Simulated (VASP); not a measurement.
SiC (Moissanite 3C):

```
Si C
1.0
     0.00000    2.18986    2.18986
     2.18986    0.00000    2.18986
     2.18986    2.18986    0.00000
Si C
1 1
Direct
  0.00000 0.00000 0.00000
  0.25000 0.25000 0.25000
```

Base run:

- Program: VASP 6.6.1
- Functional: r2SCAN
- Potentials or basis: VASP PAW PBE potentials, release 64 (Si, C)
- Cutoff: 520 eV
- k mesh: 10 × 10 × 10
- Occupations: gaussian, width 0.05 eV
- Spin: no spin polarisation

Its results: band gap on the k mesh 1.73 eV, indirect (least direct gap 5.04 eV); pressure -3.7 GPa.

The run is repeated on the same cell with these changes: functional from r2SCAN to PBE; k mesh from 10 × 10 × 10 to 8 × 8 × 8. What comes out?

Band gap on the k mesh 1.37 eV, indirect (least direct gap 4.53 eV); pressure 0.0 GPa.

Several settings changed at once, so the effect can't be laid on one alone.

Caveats: the PAW data sets were made with another functional, which shifts forces and pressure a little (some runs).

A k mesh can miss the band edges.
